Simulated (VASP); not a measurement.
Input of a VASP 6.6.1 run:

Contents of INCAR:

```
PREC = Accurate ; ENCUT = 520
EDIFF = 1E-6 ; ISMEAR = 0
SIGMA = 0.1 ; LREAL = F
LASPH = T ; NELM = 80
ALGO = Fast ; ISIF = 2
LWAVE = F ; LCHARG = T
GGA = PE ; LELF = T
LVHAR = T ; NBANDS = 18
```

The input KPOINTS:

```
Automatic mesh
0
Gamma
  10 10 10
```

Contents of POSCAR:

```
ScAl3
1.0
    4.2378511417      0.0000000000      0.0000000000
    0.0000000000      4.2378511417      0.0000000000
    0.0000000000      0.0000000000      4.2378511417
Sc Al
1 3
Direct
    0.0000000000      0.0000000000      0.0000000000
    0.5000000000      0.0000000000      0.5000000000
    0.0000000000      0.5000000000      0.5000000000
    0.5000000000      0.5000000000      0.0000000000
```

Potentials or basis: VASP PAW PBE potentials, release 64 (Sc_sv, Al).

The run is started by

```bash
$ cat potpaw_PBE.64/Sc_sv/POTCAR potpaw_PBE.64/Al/POTCAR > POTCAR
$ mpirun -np 1 vasp_std > vasp.out
```

What does it give for the band gap on the k mesh?

Zero (band 10 reaches 6.99 eV, above the bottom of band 11 at 3.51 eV).

Estimate the pressure.

-6.7 GPa.
